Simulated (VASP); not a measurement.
## WC: single point with LDA

Crystal: WC.

```
W C
1.0
    -2.90158   -5.02568    0.00000
     4.35237   -2.51284    0.00000
     0.00000    0.00000    5.67734
W C
8 8
Direct
  0.76811 0.55950 0.99767
  0.71388 0.52927 0.48146
  0.55940 0.05839 0.99695
  0.50463 0.02252 0.49565
  0.25909 0.48431 0.99535
  0.22694 0.50733 0.49696
  0.00204 0.99010 0.00056
  0.02760 0.03437 0.49206
  0.54690 0.69031 0.25554
  0.50890 0.67841 0.75044
  0.30583 0.18886 0.22375
  0.32637 0.15221 0.75613
  0.01595 0.65872 0.26090
  0.98608 0.72287 0.73316
  0.76821 0.21575 0.23382
  0.75642 0.16761 0.74533
```

```json
{"Program": "VASP 6.6.1", "Task": "single point", "Functional": "LDA", "Potentials or basis": "VASP PAW LDA potentials, release 64 (W_sv, C)", "Cutoff": "520 eV", "k mesh": "2 × 2 × 2", "Occupations": "fermi-dirac, width 0.36 eV", "Spin": "no spin polarisation"}
```

```json
{"Pressure": "16.5 GPa", "Largest force": "10.691 eV/Å", "Band gap on the k mesh": "zero (band 72 reaches 11.79 eV, above the bottom of band 73 at 11.35 eV)"}
```

Forces on the atoms (eV/Å):
```
W   -3.408  3.508 -1.560
W   -6.998 -5.588  5.839
W   -3.326  7.657  1.349
W   -2.217 -2.389 -1.737
W    3.296 -1.858 -1.049
W   -1.071 -4.208  1.389
W    1.446 -6.756  0.330
W   -0.029  2.192  0.091
C    5.653  3.658 -4.314
C    1.017  0.974  0.007
C    0.981  3.008  2.568
C    6.208  4.383  0.104
C    2.463 -0.539 -1.670
C   -2.986  0.714 -0.730
C   -1.448 -0.891  2.193
C    0.417 -3.865 -2.809
```

Stress tensor (GPa, compression positive):
```
19.87  4.60 -3.92
 4.60 13.07 -0.71
-3.92 -0.71 16.66
```

Levels at points of the mesh, in eV from the Fermi level:
```csv
k point,band 70,band 71,band 72,band 73,band 74,band 75
"(0.00, 0.00, 0.00)",-0.81,-0.52,-0.08,0.27,0.56,0.99
"(0.50, 0.00, 0.00)",-0.94,-0.37,-0.02,0.14,0.41,0.64
"(0.00, 0.50, 0.00)",-0.67,-0.34,0.30,0.97,1.18,1.36
"(0.50, 0.50, 0.00)",-1.31,-0.74,-0.56,0.98,1.01,1.09
"(0.00, 0.00, 0.50)",-1.03,-0.41,-0.18,0.15,0.65,0.73
"(0.50, 0.00, 0.50)",-1.13,-0.90,-0.50,-0.14,0.32,0.45
"(0.00, 0.50, 0.50)",-1.30,-1.11,-0.81,0.38,0.53,0.77
"(0.50, 0.50, 0.50)",-1.21,-1.11,-0.77,0.39,0.71,1.09
```

It took 2.2 min on 1 thread of AMD EPYC 9R45 96-Core Processor (Zen 5) (shared host), peak memory 0.24 GiB.

Caveat: the k points lie up to 0.63 Å⁻¹ apart; spin-orbit coupling is left out, which moves the levels of the heavy elements; forces of over 1 eV/Å act on the atoms, so gaps and moduli don't describe the material at rest.
